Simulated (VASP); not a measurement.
# Pr2B in VASP: a series of runs

Pr2B is run at these levels: PBE; tasks: single point.

Program: VASP 6.6.1. These are calculated values, not measurements. Logs are shortened: lines on timing, memory, paths and dates and some standing lists are left out, and cuts for length are marked.

## (1) The cell of the first run

The typed cell holds 6 atoms: a = 3.635 Å, b = 3.635 Å, c = 13.768 Å, α = 98.89°, β = 81.12°, γ = 109.82°.

## (2) Single point, PBE

Contents of INCAR:

```
SYSTEM = Pr2B
PREC     = Accurate       ! precision mode
ENCUT    = 500            ! plane-wave cutoff, eV
EDIFF    = 1E-6           ! SCF threshold, eV
ISMEAR   = 0              ! smearing method
SIGMA    = 0.2            ! smearing width, eV
LREAL    = .FALSE.        ! projectors in reciprocal space
LASPH    = .TRUE.         ! aspherical terms in the spheres
NELM     = 200            ! most SCF steps
ALGO     = Normal         ! electronic algorithm
ISIF     = 2              ! what is computed and relaxed
LWAVE    = .FALSE.        ! write WAVECAR
LCHARG   = .TRUE.         ! write CHGCAR
GGA      = PE             ! functional
LELF     = .TRUE.         ! ELF
LVHAR    = .TRUE.       
NBANDS   = 34             ! bands
GGA_COMPAT= .FALSE.      
LMAXMIX  = 6              ! l up to which the mixer works
```

Contents of KPOINTS:

```
Automatic mesh
0
G
  6 6 2
  0 0 0
```

Contents of POSCAR:

```
Pr2B
1.0
    3.6066647968      0.3365026188      0.3031182968
   -1.5235148416      3.2868403159     -0.2994287999
    1.0467687533     -0.6191664280     13.7145386306
Pr B
4 2
Direct
    0.3127254625      0.6886525663      0.1149239559
    0.3084717505      0.6903639086      0.6149327894
    0.6874089142      0.3112638746      0.3850448168
    0.6916808350      0.3096155935      0.8850855558
    0.0025563246     -0.0012966805     -0.0000637500
   -0.0028432869      0.0014007375      0.5000766323
```

Potentials or basis: VASP PAW PBE potentials, release 64 (Pr_3, B), 4f in core.

Started as:

```console
cat potpaw_PBE.64/Pr_3/POTCAR potpaw_PBE.64/B/POTCAR > POTCAR
mpirun -np 1 vasp_std > vasp.out
```

OUTCAR:

```text
SYSTEM = Pr2B
   PREC = Accurate
   ENCUT = 500
   EDIFF = 1E-6
   ISMEAR = 0
   LREAL = .FALSE.
   LASPH = .TRUE.
   NELM = 200
   ISIF = 2
   GGA = PE

 ion  position               nearest neighbor table
   1  0.313  0.689  0.115-   5 2.65   5 2.73   5 2.73   4 3.52
   2  0.308  0.690  0.615-   6 2.65   6 2.73   6 2.73   3 3.52
   3  0.687  0.311  0.385-   6 2.65   6 2.73   6 2.74   2 3.52
   4  0.692  0.310  0.885-   5 2.65   5 2.73   5 2.73   1 3.52
   5  0.003  0.999  1.000-   1 2.65   4 2.65   4 2.73   4 2.73   1 2.73   1 2.73
   6  0.997  0.001  0.500-   3 2.65   2 2.65   2 2.73   2 2.73   3 2.73   3 2.74

  LATTYP: Found a triclinic cell.
 ALAT       =     4.1794905635
 B/A-ratio  =     0.8697206114
 C/A-ratio  =     3.2745822776
 COS(alpha) =     0.0652193212
 COS(beta)  =     0.1524847320
 COS(gamma) =     0.5748667005

  Lattice vectors:

 A1 = (  -2.0831499552,  -3.6233429347,  -0.0036894969)
 A2 = (  -3.6066647968,  -0.3365026188,  -0.3031182968)
 A3 = (   0.4767460883,  -2.6676738879, -13.4151098307)

Analysis of symmetry for initial positions (statically):
=====================================================================
 Subroutine PRICEL returns:
 Original cell was already a primitive cell.

 Routine SETGRP: Setting up the symmetry group for a
 triclinic supercell.

 Subroutine GETGRP returns: Found  1 space group operations
 (whereof  1 operations were pure point group operations)
 out of a pool of  2 trial point group operations.

The static configuration has the point symmetry C_1 .

Analysis of symmetry for dynamics (positions and initial velocities):
=====================================================================
 Subroutine PRICEL returns:
 Original cell was already a primitive cell.

 Routine SETGRP: Setting up the symmetry group for a
 triclinic supercell.

 Subroutine GETGRP returns: Found  1 space group operations
 (whereof  1 operations were pure point group operations)
 out of a pool of  2 trial point group operations.

The dynamic configuration has the point symmetry C_1 .

 Subroutine INISYM returns: Found  1 space group operations
 (whereof  1 operations are pure point group operations),
 and found     1 'primitive' translations

----------------------------------------------------------------------------------------

                                     Primitive cell

  volume of cell :     168.0793

[... 99 lines left out ...]
   NSW    =      0    number of steps for IOM
   IBRION =     -1    ionic relax: 0-MD 1-quasi-New 2-CG
   NFREE  =      0    steps in history (QN), initial steepest desc. (CG)
   ISIF   =      2    stress and relaxation
   ISYM   =      2    0-nonsym 1-usesym 2-fastsym
   POTIM  = 0.5000    time-step for ionic-motion
   TEBEG  =    0.0;   TEEND  =   0.0 temperature during run
   PSTRESS=    0.0 pullay stress
   NELECT =      50.0000    total number of electrons
   NUPDOWN=      -1.0000    fix difference up-down
   EMIN   =  10.00;   EMAX   =-10.00  energy-range for DOS
   EFERMI =   0.00;   METHOD = LEGACY
   ISMEAR =     0;   SIGMA  =   0.20  broadening in eV -4-tet -1-fermi 0-gaus
   EFERMI_NEDOS =   21; number of points for ismear=-14 and -15
   IALGO  =     38    algorithm
   IMIX   =      4    mixing-type and parameters
     AMIX     =   0.40;   BMIX     =  1.00
     AMIX_MAG =   1.60;   BMIX_MAG =  1.00
  volume/ion in A,a.u.               =      28.01       189.04
  Fermi-wavevector in a.u.,A,eV,Ry     =   1.092849  2.065185 16.249689  1.194318
  Thomas-Fermi vector in A             =   2.229122
   LORBIT       =      0    0 simple, 1 ext, 2 COOP (PROOUT), +10 PAW based schemes
   GGA     = PE    functional components
   LHFCALC =     F    Hartree Fock is set to
   AEXX    =    0.0000 exact exchange contribution
   IVDW    =     0    specifies the selected vdW correction
   LEPSILON=     F    determine dielectric tensor
   LRPA    =     F    only Hartree local field effects (RPA)
 non-spin polarized calculation
 Gauss-broadening in eV      SIGMA  =   0.20
  energy-cutoff  :      500.00
  volume of cell :      168.08
 maximum number of plane-waves:      4296
 NGX is ok and might be reduce to    28
   NGX = 13   NGY = 13   NGZ = 51

 number of electron      50.0000000 magnetization

 Free energy of the ion-electron system (eV)
  ---------------------------------------------------
  ext. energy  EPLUGINS =         0.00000000
  ---------------------------------------------------
  free energy    TOTEN  =       -31.54376694 eV

  energy without entropy =      -31.43825854  energy(sigma->0) =      -31.49101274

 E-fermi :   3.2013     XC(G=0):  -9.4970

 val. band max:        3.1744823250   @ k =   0.3333   0.3333   0.5000
 cond. band min:       3.2175824048   @ k =   0.3333  -0.0000   0.0000
 fundamental gap:      0.0431000797
 Fermi energy:         3.2012969000

 k-point     1 :       0.0000    0.0000    0.0000
  band No.  band energies     occupation
      1     -32.8280      2.00000
      2     -32.8169      2.00000
      3     -32.7657      2.00000
      4     -32.7544      2.00000
      5     -15.2455      2.00000
      6     -15.0926      2.00000
[... 877 lines left out ...]
     33       6.7994      0.00000
     34       6.8033      0.00000

 [... further k-points ...]

------------------------ aborting loop because EDIFF is reached ----------------------------------------

  FORCE on cell =-STRESS in cart. coord.  units (eV):
  Direction    XX          YY          ZZ          XY          YZ          ZX
  --------------------------------------------------------------------------------------
  -------------------------------------------------------------------------------------
  Total        0.0689228      0.1194551      0.0546983      0.0430232     -0.0161714      0.0380156
  in kB        0.6569908      1.1386778      0.5213994      0.4101083     -0.1541505      0.3623749
  external PRESSURE =       0.7723560 kB  Pullay stress =       0.0000000 kB

 VOLUME and BASIS-vectors are now :
 -----------------------------------------------------------------------------
  energy-cutoff  :      500.00
  volume of cell :      168.08
      direct lattice vectors                 reciprocal lattice vectors
     3.606664797  0.336502619  0.303118297     0.267088792  0.122447370 -0.014857583
    -1.523514842  3.286840316 -0.299428800    -0.028573764  0.292400334  0.015381822
     1.046768753 -0.619166428 13.714538631    -0.006527037  0.003677633  0.073579534

 POSITION                                       TOTAL-FORCE (eV/Angst)
 -----------------------------------------------------------------------------------
      0.19902      2.29757      1.46472         0.003252     -0.002888     -0.001022
      0.70447      1.99217      8.32031         0.004534     -0.001954     -0.002226
      2.40809      1.01598      5.39588        -0.004020      0.002082      0.003016
      2.94944      0.70239     12.25549        -0.005871      0.000680     -0.000489
     -0.46562      2.66431     13.41540         0.000716      0.001666      0.002042
      4.11774      0.03052      7.16016         0.001389      0.000415     -0.001322
 -----------------------------------------------------------------------------------
    total drift:                               -0.000001      0.000032      0.000234

  FREE ENERGIE OF THE ION-ELECTRON SYSTEM (eV)
  ---------------------------------------------------
  free  energy   TOTEN  =       -31.5437669404 eV

  energy  without entropy=      -31.4382585379  energy(sigma->0) =      -31.49101274
```

It took 2.4 min on 1 thread of Intel Xeon 6975P-C (Granite Rapids), shared host; peak memory 0.35 GiB.

What came out:

- Free energy: -31.5438 eV
- Pressure: 0.1 GPa
- Largest force: 0.006 eV/Å
- Band gap on the k mesh: zero (bands 25 and 26 overlap by 1.11 eV)

Forces in eV/Å, atoms in the order of the input:
```
Pr   0.003 -0.003 -0.001
Pr   0.005 -0.002 -0.002
Pr  -0.004  0.002  0.003
Pr  -0.006  0.001  0.000
B    0.001  0.002  0.002
B    0.001  0.000 -0.001
```

Levels at points of the mesh, in eV from the Fermi level:
| k point | band 23 | band 24 | band 25 | band 26 | band 27 | band 28 |
| --- | --- | --- | --- | --- | --- | --- |
| (0.00, 0.00, 0.00) | -0.92 | -0.39 | 0.38 | 0.53 | 0.57 | 0.60 |
| (0.50, 0.00, 0.00) | -0.79 | -0.52 | 0.23 | 0.33 | 0.35 | 0.49 |
| (0.00, 0.50, 0.00) | -0.79 | -0.52 | 0.23 | 0.33 | 0.35 | 0.49 |
| (0.50, 0.50, 0.00) | -1.13 | -1.06 | -0.88 | -0.03 | 0.94 | 1.04 |
| (0.00, 0.00, 0.50) | -0.69 | -0.68 | 0.58 | 0.58 | 0.64 | 0.64 |
| (0.50, 0.00, 0.50) | -0.60 | -0.59 | 0.23 | 0.23 | 0.48 | 0.48 |
| (0.00, 0.50, 0.50) | -0.60 | -0.59 | 0.23 | 0.23 | 0.48 | 0.48 |
| (0.50, 0.50, 0.50) | -1.21 | -1.21 | -0.53 | -0.53 | 1.14 | 1.14 |

Caveat: spin-orbit coupling is left out, which moves the levels of the heavy elements; the 4f electrons are frozen in the core, so they carry no moment and show no levels. Spin polarisation is off, so any magnetic state and its effect on volume and gap are missing.

## (3) Single point, PBE (26.31 Å³/atom)

Contents of INCAR:

```
SYSTEM = Pr2B
  PREC = Accurate
  ENCUT = 500
  EDIFF = 1E-6
  ISMEAR = 0
  SIGMA = 0.1
  LREAL = .False.
  LASPH = .True.
  NELM = 200
  ALGO = Normal
  ISIF = 2
  LWAVE = .False.
  LCHARG = .False.
  GGA = PE
  NBANDS = 20
  GGA_COMPAT = .False.
  LMAXMIX = 6
```

Contents of KPOINTS:

```
Automatic mesh
0
Gamma
  10 10 6
  0 0 0
```

Contents of POSCAR:

```
Pr2B
1.0
    2.8939623178     -2.0860668568     -0.0294652533
    2.8939623178      2.0860668568     -0.0294652533
   -1.3316358268      0.0000000000      6.5504737017
Pr B
2 1
Direct
    0.3087000252      0.3087000252      0.2632203787
    0.6912999748      0.6912999748      0.7367796213
    0.0000000000      0.0000000000      0.5000000000
```

Potentials or basis: VASP PAW PBE potentials, release 64 (Pr_3, B), 4f in core.

Started as:

```console
cat potpaw_PBE.64/Pr_3/POTCAR potpaw_PBE.64/B/POTCAR > POTCAR
mpirun -np 1 vasp_std > vasp.out
```

OUTCAR:

```text
SYSTEM = Pr2B
   PREC = Accurate
   ENCUT = 500
   EDIFF = 1E-6
   ISMEAR = 0
   LREAL = .False.
   LASPH = .True.
   NELM = 200
   ISIF = 2
   GGA = PE

 ion  position               nearest neighbor table
   1  0.309  0.309  0.263-   3 2.62   3 2.71   3 2.71   2 3.46
   2  0.691  0.691  0.737-   3 2.62   3 2.71   3 2.71   1 3.46
   3  0.000  0.000  0.500-   1 2.62   2 2.62   2 2.71   2 2.71   1 2.71   1 2.71

  LATTYP: Found a base centered monoclinic cell.
 ALAT       =     5.7882246321
 B/A-ratio  =     0.7207967864
 C/A-ratio  =     1.1548371045
 COS(beta)  =    -0.2091804826

[... 745 lines left out ...]

  FORCE on cell =-STRESS in cart. coord.  units (eV):
  Direction    XX          YY          ZZ          XY          YZ          ZX
  --------------------------------------------------------------------------------------
  -------------------------------------------------------------------------------------
  Total        1.0617907      1.1143776      1.0259491      0.0000000      0.0000000     -0.0299137
  in kB       21.5538838     22.6213745     20.8263148      0.0000000      0.0000000     -0.6072344
  external PRESSURE =      21.6671910 kB  Pullay stress =       0.0000000 kB

 VOLUME and BASIS-vectors are now :
 -----------------------------------------------------------------------------
  energy-cutoff  :      500.00
  volume of cell :       78.93
      direct lattice vectors                 reciprocal lattice vectors
     2.893962318 -2.086066857 -0.029465253     0.173131850 -0.239685511  0.035195710
     2.893962318  2.086066857 -0.029465253     0.173131850  0.239685511  0.035195710
    -1.331635827  0.000000000  6.550473702     0.001557559  0.000000000  0.152977349

 POSITION                                       TOTAL-FORCE (eV/Angst)
 -----------------------------------------------------------------------------------
      1.43622      0.00000      1.70603         0.013206     -0.000000      0.018089
      3.02007      0.00000      4.78552        -0.013206     -0.000000     -0.018089
     -0.66582      0.00000      3.27524         0.000000      0.000000      0.000000
 -----------------------------------------------------------------------------------
    total drift:                               -0.000000     -0.000000      0.000000

  FREE ENERGIE OF THE ION-ELECTRON SYSTEM (eV)
  ---------------------------------------------------
  free  energy   TOTEN  =       -15.7103132456 eV

  energy  without entropy=      -15.6969632874  energy(sigma->0) =      -15.70363827
```

OSZICAR:

```text
N       E                     dE             d eps       ncg     rms          rms(c)
DAV:   1     0.172329231346E+03    0.17233E+03   -0.11424E+04  6880   0.108E+03
DAV:   2    -0.712379058274E+01   -0.17945E+03   -0.17468E+03  7868   0.277E+02
DAV:   3    -0.189464200618E+02   -0.11823E+02   -0.11716E+02 12012   0.572E+01
DAV:   4    -0.192499230294E+02   -0.30350E+00   -0.30290E+00  8704   0.890E+00
DAV:   5    -0.192598774599E+02   -0.99544E-02   -0.99524E-02 10344   0.121E+00    0.987E+00
DAV:   6    -0.162419123259E+02    0.30180E+01   -0.42207E+01  7004   0.184E+01    0.494E+00
DAV:   7    -0.157382243725E+02    0.50369E+00   -0.37001E+00  7544   0.697E+00    0.243E+00
DAV:   8    -0.157137258019E+02    0.24499E-01   -0.29774E-01  9888   0.276E+00    0.689E-01
DAV:   9    -0.157102727497E+02    0.34531E-02   -0.38743E-02  9500   0.673E-01    0.270E-01
DAV:  10    -0.157103794582E+02   -0.10671E-03   -0.39981E-03  8056   0.296E-01    0.520E-02
DAV:  11    -0.157103243052E+02    0.55153E-04   -0.63447E-04  8772   0.883E-02    0.259E-02
DAV:  12    -0.157103127565E+02    0.11549E-04   -0.84695E-05  8852   0.402E-02    0.730E-03
DAV:  13    -0.157103137610E+02   -0.10046E-05   -0.76351E-06  7676   0.162E-02    0.298E-03
DAV:  14    -0.157103132456E+02    0.51543E-06   -0.44852E-07  4604   0.488E-03
   1 F= -.15710313E+02 E0= -.15703638E+02  d E =-.133500E-01
```

stdout:

```text
POSCAR found type information on POSCAR PrB
 POSCAR found :  2 types and       3 ions
 scaLAPACK will be used
 LDA part: xc-table for (Slater+PW92), standard interpolation
 POSCAR, INCAR and KPOINTS ok, starting setup
 FFT: planning ... GRIDC
 FFT: planning ... GRID_SOFT
 FFT: planning ... GRID
 WAVECAR not read
 entering main loop
```

Run time: 2 min. Hardware: 1 thread of Intel Xeon 6975P-C (Granite Rapids), shared host; peak memory 0.36 GiB.

What came out:

```
Free energy            : -15.7103 eV
Pressure               : 2.2 GPa
Largest force          : 0.022 eV/Å
Band gap on the k mesh : zero (an odd number of electrons rules out a gap without spin polarisation)
```

Forces in eV/Å, atoms in the order of the input:
```
Pr   0.013  0.000  0.018
Pr  -0.013  0.000 -0.018
B    0.000  0.000  0.000
```

Levels at points of the mesh, in eV from the Fermi level:
| k point | band 9 | band 10 | band 11 | band 12 | band 13 | band 14 | band 15 | band 16 | band 17 | band 18 |
| --- | --- | --- | --- | --- | --- | --- | --- | --- | --- | --- |
| (0.00, 0.00, 0.00) | -6.17 | -2.67 | -1.06 | -0.75 | 0.67 | 0.77 | 1.01 | 2.86 | 3.06 | 3.48 |
| (0.50, 0.00, 0.00) | -5.23 | -2.15 | -0.90 | -0.83 | 0.38 | 0.58 | 0.62 | 3.09 | 3.67 | 4.40 |
| (0.50, 0.50, 0.00) | -5.31 | -2.67 | -1.53 | -1.19 | -1.00 | 1.03 | 3.12 | 4.24 | 4.58 | 4.98 |
| (0.00, 0.00, 0.50) | -5.82 | -3.11 | -0.99 | -0.20 | 0.26 | 0.36 | 0.83 | 2.70 | 3.39 | 3.82 |
| (0.50, 0.00, 0.50) | -5.36 | -2.44 | -0.91 | -0.53 | 0.33 | 0.33 | 1.44 | 2.74 | 3.76 | 4.08 |
| (0.50, 0.50, 0.50) | -5.28 | -2.41 | -1.81 | -1.14 | 0.09 | 1.14 | 1.42 | 2.05 | 3.72 | 4.56 |

Caveat: spin-orbit coupling is left out, which moves the levels of the heavy elements; the 4f electrons are frozen in the core, so they carry no moment and show no levels. Spin polarisation is off, so any magnetic state and its effect on volume and gap are missing.

[end of part 1 of 2]
